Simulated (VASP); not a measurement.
Ta2C, 3 atoms in the cell. The structure is trigonal, space group P-3m1 (No. 164). Conventional cell: a = 3.141 Å, b = 3.141 Å, c = 4.991 Å, α = 90.00°, β = 90.00°, γ = 120.00°. Ta (site symmetry 3m) has 3 C at 2.21 Å within 2.9 Å. C (site symmetry -3m) has 6 Ta at 2.21 Å within 2.9 Å. 

```yaml
Program: VASP 6.6.1
Task: relaxation of shape and atoms at fixed volume
Functional: r2SCAN
Potentials_or_basis: VASP PAW PBE potentials, release 64 (Ta_pv, C)
Cutoff: 600 eV
k_mesh: 18 × 18 × 8
Occupations: gaussian, width 0.1 eV
Spin: no spin polarisation
Dipole_correction: no
Further_INCAR_settings: ALGO = Normal; EDIFF = 1e-06; IBRION = 2; EDIFFG = -0.01; NSW = 50; ISIF = 4
```

Potentials or basis: VASP PAW PBE potentials, release 64 (Ta_pv, C).

Run with:

```console
$ cat potpaw_PBE.64/Ta_pv/POTCAR potpaw_PBE.64/C/POTCAR > POTCAR
$ cp INCAR.step1 INCAR
$ mpirun -np 4 vasp_std > vasp.out
$ cp INCAR.step2 INCAR
$ mpirun -np 4 vasp_std > vasp.out
```

Hardware: 4 MPI ranks on Oxide Virtual Turin-like Processor, with other jobs on the host.

Task: How long does it take, and how much memory?

Result: Wall time 20 min on 4 MPI ranks on Oxide Virtual Turin-like Processor, with other jobs on the host, peak memory 0.34 GiB a rank. Counts: k points 266, ion steps 4.
